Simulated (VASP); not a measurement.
# Al in VASP: a series of runs

The runs below take Al through single point, with PBE+D3(BJ).

Everything below comes from runs of VASP 6.6.1. Logs are shortened: lines on timing, memory, paths and dates and some standing lists are left out, and cuts for length are marked.

### 1 The cell of the first run

It takes space group Cm (No. 8, monoclinic). Conventional cell: a = 4.875 Å, b = 2.814 Å, c = 18.522 Å, α = 90.00°, β = 93.77°, γ = 90.00°. Al (site symmetry m) has 10 Al at 2.35 to 2.82 Å within 3.1 Å. Within 3.7 Å of Al (site symmetry m) lie 12 Al at 2.81 to 2.82 Å. Within 3.7 Å of Al (site symmetry m) lie 12 Al at 2.81 to 2.82 Å. Al (site symmetry m) has 12 Al at 2.81 to 2.82 Å within 3.7 Å. Within 3.7 Å of Al (site symmetry m) lie 12 Al at 2.81 to 2.82 Å. Al (site symmetry m) has 12 Al at 2.81 to 2.82 Å within 3.7 Å. Al (site symmetry m) has 10 Al at 2.35 to 2.82 Å within 3.1 Å. Al (site symmetry m) has 12 Al at 2.81 to 2.82 Å within 3.7 Å.

### 2 Single point, PBE+D3(BJ)

Input file INCAR:

```
SYSTEM = Al
PREC     = Accurate       ! precision mode
ENCUT    = 520            ! plane-wave cutoff, eV
EDIFF    = 1E-6           ! SCF threshold, eV
ISMEAR   = 0              ! smearing method
SIGMA    = 0.15           ! smearing width, eV
LREAL    = .False.        ! projectors in reciprocal space
LASPH    = .True.         ! aspherical terms in the spheres
NELM     = 100            ! most SCF steps
ALGO     = Fast           ! electronic algorithm
ISIF     = 2              ! what is computed and relaxed
LWAVE    = .False.        ! write WAVECAR
LCHARG   = .True.         ! write CHGCAR
GGA      = PE             ! functional
IVDW     = 12             ! dispersion correction
LELF     = .True.         ! ELF
LVHAR    = .True.       
NBANDS   = 22             ! bands
ISYM     = 0
```

Input file KPOINTS:

```
Automatic mesh
0
Gamma
  16 16 2
  0 0 0
```

Input file POSCAR:

```
Al
1.0
   -2.8144222649      0.0000000000      0.0000000000
   -1.4072111325     -2.4373611784      0.0000000000
   -2.4626194818     -1.8280208838     18.4820941423
Al
8
Direct
    0.9687500000      0.9531250000      0.0625000000
    0.7187500000      0.5781250000      0.5625000000
   -0.0104166667     -0.1822916667      0.6875000000
    0.2395833333      0.1927083333      0.1875000000
   -0.4062500000     -0.6093750000      0.8125000000
   -0.1562500000     -0.2343750000      0.3125000000
    0.1979166667     -0.0364583333      0.9375000000
    0.4479166667      0.3385416667      0.4375000000
```

Potentials or basis: VASP PAW PBE potentials, release 64 (Al).

Launch:

```bash
> cat potpaw_PBE.64/Al/POTCAR > POTCAR
> mpirun -np 1 vasp_std > vasp.out
```

OUTCAR:

```text
SYSTEM = Al
   PREC = Accurate
   ENCUT = 520
   EDIFF = 1E-6
   ISMEAR = 0
   LREAL = .False.
   LASPH = .True.
   NELM = 100
   ISIF = 2
   GGA = PE
   IVDW = 12
   ISYM = 0
 IVDW          = 12

 ion  position               nearest neighbor table
   1  0.969  0.953  0.062-   7 2.35   4 2.82   4 2.82   4 2.82
   2  0.719  0.578  0.562-   3 2.82   8 2.82   8 2.82   3 2.82   3 2.82   8 2.82
   3  0.990  0.818  0.688-   2 2.82   5 2.82   5 2.82   2 2.82   2 2.82   5 2.82
   4  0.240  0.193  0.188-   1 2.82   6 2.82   6 2.82   1 2.82   1 2.82   6 2.82
   5  0.594  0.391  0.812-   3 2.82   7 2.82   7 2.82   3 2.82   3 2.82   7 2.82
   6  0.844  0.766  0.312-   4 2.82   8 2.82   8 2.82   4 2.82   4 2.82   8 2.82
   7  0.198  0.964  0.938-   1 2.35   5 2.82   5 2.82   5 2.82
   8  0.448  0.339  0.438-   2 2.82   6 2.82   6 2.82   2 2.82   2 2.82   6 2.82

IMPORTANT INFORMATION: All symmetrisations will be switched off!
NOSYMM: (Re-)initialisation of all symmetry stuff for point group C_1.

----------------------------------------------------------------------------------------

                                     Primitive cell

  volume of cell :     126.7828

  direct lattice vectors                    reciprocal lattice vectors
    -2.814422265  0.000000000  0.000000000    -0.355312709  0.205139888 -0.027053211
    -1.407211133 -2.437361178  0.000000000     0.000000000 -0.410279777 -0.040579817
    -2.462619482 -1.828020884 18.482094142     0.000000000  0.000000000  0.054106423

  length of vectors
     2.814422265  2.814422265 18.734832771     0.411170733  0.412281720  0.054106423

  position of ions in fractional coordinates (direct lattice)
     0.968750000  0.953125000  0.062500000
     0.718750000  0.578125000  0.562500000
     0.989583333  0.817708333  0.687500000
     0.239583333  0.192708333  0.187500000
     0.593750000  0.390625000  0.812500000
     0.843750000  0.765625000  0.312500000
     0.197916667  0.963541667  0.937500000
     0.447916667  0.338541667  0.437500000

  ion indices of the primitive-cell ions
   primitive index   ion index
                 1           1
                 2           2
                 3           3
                 4           4
                 5           5
                 6           6
                 7           7
                 8           8

----------------------------------------------------------------------------------------

 KPOINTS: Automatic mesh

Automatic generation of k-mesh.
 Grid dimensions read from file:
[... 94 lines left out ...]
   ISYM   =      0    0-nonsym 1-usesym 2-fastsym
   POTIM  = 0.5000    time-step for ionic-motion
   TEBEG  =    0.0;   TEEND  =   0.0 temperature during run
   PSTRESS=    0.0 pullay stress
   NELECT =      24.0000    total number of electrons
   NUPDOWN=      -1.0000    fix difference up-down
   EMIN   =  10.00;   EMAX   =-10.00  energy-range for DOS
   EFERMI =   0.00;   METHOD = LEGACY
   ISMEAR =     0;   SIGMA  =   0.15  broadening in eV -4-tet -1-fermi 0-gaus
   EFERMI_NEDOS =   21; number of points for ismear=-14 and -15
   IALGO  =     68    algorithm
   IMIX   =      4    mixing-type and parameters
     AMIX     =   0.40;   BMIX     =  1.00
     AMIX_MAG =   1.60;   BMIX_MAG =  1.00
  volume/ion in A,a.u.               =      15.85       106.95
  Fermi-wavevector in a.u.,A,eV,Ry     =   0.939994  1.776331 12.021957  0.883589
  Thomas-Fermi vector in A             =   2.067362
   LORBIT       =      0    0 simple, 1 ext, 2 COOP (PROOUT), +10 PAW based schemes
   GGA     = PE    functional components
   LHFCALC =     F    Hartree Fock is set to
   AEXX    =    0.0000 exact exchange contribution
   IVDW    =    12    specifies the selected vdW correction
   LEPSILON=     F    determine dielectric tensor
   LRPA    =     F    only Hartree local field effects (RPA)
 non-spin polarized calculation
 RMM-DIIS sequential band-by-band and
 Gauss-broadening in eV      SIGMA  =   0.15
  energy-cutoff  :      520.00
  volume of cell :      126.78
 maximum number of plane-waves:      3452
 NGX is ok and might be reduce to    24
   NGX = 11   NGY = 11   NGZ = 69

 number of electron      24.0000000 magnetization

 Free energy of the ion-electron system (eV)
  ---------------------------------------------------
  ext. energy  EPLUGINS =         0.00000000
  ---------------------------------------------------
  free energy    TOTEN  =       -29.35944250 eV

  energy without entropy =      -29.32490705  energy(sigma->0) =      -29.34217477

 E-fermi :   8.3835     XC(G=0): -10.3391

 val. band max:        8.3797607081   @ k =   0.2500   0.4375   0.0000
 cond. band min:       8.3841693208   @ k =  -0.3125   0.2500   0.0000
 fundamental gap:      0.0044086126
 Fermi energy:         8.3834780578

 k-point     1 :       0.0000    0.0000    0.0000
  band No.  band energies     occupation
      1      -2.9965      2.00000
      2      -2.5797      2.00000
      3      -2.5415      2.00000
      4      -1.2825      2.00000
      5      -1.2599      2.00000
      6       0.8493      2.00000
[... 589 lines left out ...]
     21      16.0743      0.00000
     22      16.2864      0.00000

 [... further k-points ...]

------------------------ aborting loop because EDIFF is reached ----------------------------------------

 Edisp (eV)   -2.80625

 E8    (eV) :    -1.2557

  FORCE on cell =-STRESS in cart. coord.  units (eV):
  Direction    XX          YY          ZZ          XY          YZ          ZX
  --------------------------------------------------------------------------------------
  -------------------------------------------------------------------------------------
  Total       0.09303    -0.08687     4.77689    -0.16696    -0.54078     0.81317
  in kB       1.17566    -1.09778    60.36644    -2.10992    -6.83398    10.27615
  external pressure =       20.15 kB  Pullay stress =        0.00 kB

 VOLUME and BASIS-vectors are now :
 -----------------------------------------------------------------------------
  energy-cutoff  :      520.00
  volume of cell :      126.78
      direct lattice vectors                 reciprocal lattice vectors
    -2.814422265  0.000000000  0.000000000    -0.355312709  0.205139888 -0.027053211
    -1.407211133 -2.437361178  0.000000000     0.000000000 -0.410279777 -0.040579817
    -2.462619482 -1.828020884 18.482094142     0.000000000  0.000000000  0.054106423

 POSITION                                       TOTAL-FORCE (eV/Angst)
 -----------------------------------------------------------------------------------
     -4.22163     -2.43736      1.15513         0.408350     -0.234807      1.867843
     -4.22163     -2.43736     10.39618         0.003245     -0.002109     -0.027203
     -5.62884     -3.24981     12.70644         0.008672     -0.003859     -0.001193
     -1.40721     -0.81245      3.46539        -0.000837     -0.001559     -0.007007
     -4.22163     -2.43736     15.01670         0.011689     -0.006952      0.075874
     -4.22163     -2.43736      5.77565         0.006498     -0.003799     -0.002068
     -4.22163     -4.06227     17.32696        -0.432930      0.251225     -1.918231
     -2.81442     -1.62491      8.08592        -0.004688      0.001860      0.011986
 -----------------------------------------------------------------------------------
    total drift:                               -0.000009      0.000006      0.000010

  FREE ENERGIE OF THE ION-ELECTRON SYSTEM (eV)
  ---------------------------------------------------
  free  energy   TOTEN  =       -32.1656932295 eV

  energy  without entropy=      -32.1311577856  energy(sigma->0) =      -32.14842551
```

OSZICAR:

```text
N       E                     dE             d eps       ncg     rms          rms(c)
DAV:   1     0.210784120251E+02    0.21078E+02   -0.84778E+03 11440   0.877E+02
DAV:   2    -0.274447753294E+02   -0.48523E+02   -0.45969E+02 14166   0.114E+02
DAV:   3    -0.295260719109E+02   -0.20813E+01   -0.19947E+01 15440   0.184E+01
DAV:   4    -0.295558912883E+02   -0.29819E-01   -0.29733E-01 13918   0.223E+00
DAV:   5    -0.295561977532E+02   -0.30646E-03   -0.30640E-03 14710   0.268E-01    0.392E+00
RMM:   6    -0.294606481757E+02    0.95550E-01   -0.30453E-02 13050   0.602E-01    0.230E+00
RMM:   7    -0.296398994649E+02   -0.17925E+00   -0.89127E-02 15401   0.573E-01    0.168E+00
RMM:   8    -0.293609192922E+02    0.27898E+00   -0.60938E-02 15493   0.541E-01    0.247E-01
RMM:   9    -0.293604148134E+02    0.50448E-03   -0.23124E-03 13543   0.194E-01    0.201E-01
RMM:  10    -0.293600067089E+02    0.40810E-03   -0.54091E-04 13650   0.828E-02    0.179E-01
RMM:  11    -0.293594850911E+02    0.52162E-03   -0.31887E-04 13053   0.628E-02    0.424E-02
RMM:  12    -0.293594411552E+02    0.43936E-04   -0.86300E-05 13883   0.365E-02    0.220E-02
RMM:  13    -0.293594427156E+02   -0.15603E-05   -0.19093E-05 14112   0.203E-02    0.112E-02
RMM:  14    -0.293594424963E+02    0.21928E-06   -0.23629E-06 10711   0.792E-03
   1 F= -.32165693E+02 E0= -.32148426E+02  d E =-.345354E-01
```

Wall time 9.6 min (1 thread of Intel Xeon Platinum 8375C at 2.90GHz (Ice Lake), shared host); peak memory 0.62 GiB.

Results:

* Free energy: -32.1657 eV
* Pressure: 2.0 GPa
* Largest force: 1.982 eV/Å
* Band gap on the k mesh: zero (band 12 reaches 12.16 eV, above the bottom of band 13 at 6.74 eV)
* Dispersion energy per atom: -0.351 eV

Forces in eV/Å, atoms in the order of the input:
```
Al   0.408 -0.235  1.868
Al   0.003 -0.002 -0.027
Al   0.009 -0.004 -0.001
Al  -0.001 -0.002 -0.007
Al   0.012 -0.007  0.076
Al   0.006 -0.004 -0.002
Al  -0.433  0.251 -1.918
Al  -0.005  0.002  0.012
```

Stress tensor (GPa, compression positive):
```
 0.12 -0.21  1.03
-0.21 -0.11 -0.68
 1.03 -0.68  6.04
```

Levels at points of the mesh, in eV from the Fermi level:
```tsv
k point	band 10	band 11	band 12	band 13	band 14	band 15
(0.00, 0.00, 0.00)	-0.96	-0.90	3.35	3.48	8.12	8.42
(0.50, 0.00, 0.00)	-2.88	-2.28	-2.00	-1.10	-0.62	0.37
(0.00, 0.50, 0.00)	-2.77	-2.47	-2.36	-0.68	-0.40	0.05
(0.50, 0.50, 0.00)	-2.77	-2.47	-2.36	-0.68	-0.40	0.05
(0.00, 0.00, 0.50)	-2.84	1.12	1.20	5.71	5.90	10.39
(0.50, 0.00, 0.50)	-2.97	-2.41	-1.80	-1.19	-0.63	0.26
(0.00, 0.50, 0.50)	-3.11	-2.18	-1.60	-1.46	-0.87	0.57
(0.50, 0.50, 0.50)	-3.11	-2.18	-1.60	-1.46	-0.87	0.57
```

Caveat: pairwise dispersion overbinds metals, which lowers pressure and volume; forces of over 1 eV/Å act on the atoms, so gaps and moduli don't describe the material at rest.

(Part 1 of 2 ends here.)
